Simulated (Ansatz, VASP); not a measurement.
## Two plane-wave programs on BAs

```
CELL_PARAMETERS angstrom
0.00000 2.05429 2.05429
2.05429 0.00000 2.05429
2.05429 2.05429 0.00000
ATOMIC_POSITIONS crystal
B 0.00000 0.00000 0.00000
As 0.25000 0.25000 0.25000
```

Change from the starting cell: volume scaled by 0.64, PAW files.

Alike in both runs: task single point; functional PBEsol; k mesh 14 × 14 × 14; occupations fermi-dirac, width 0.05 eV; no spin polarisation.

|  | VASP | Ansatz |
| --- | --- | --- |
| version | VASP 6.6.1 | Ansatz 0.2.0 |
| potentials or method | VASP PAW PBE potentials, release 64 (B, As) | PAW with Ansatz's default frozen-core files, scalar-relativistic |
| plane-wave cutoff (eV) | 520 | 420 |
| valence electrons in the cell | 8 | 18 |

Ansatz gave:

| Quantity | Value |
| --- | --- |
| pressure (GPa) | 150.7 |

Q: What did VASP give for the same quantities?

A: Pressure (GPa): 156.6.

VASP's potentials were made for PBE, not for PBEsol. Both programs put the cell under a high pressure, so it lies far from rest at this level. VASP's potentials hold 8 valence electrons a cell and Ansatz's 18, so a difference there can come from the potentials and not from the codes.

Noted on VASP's run: the cell as given lies far from equilibrium.
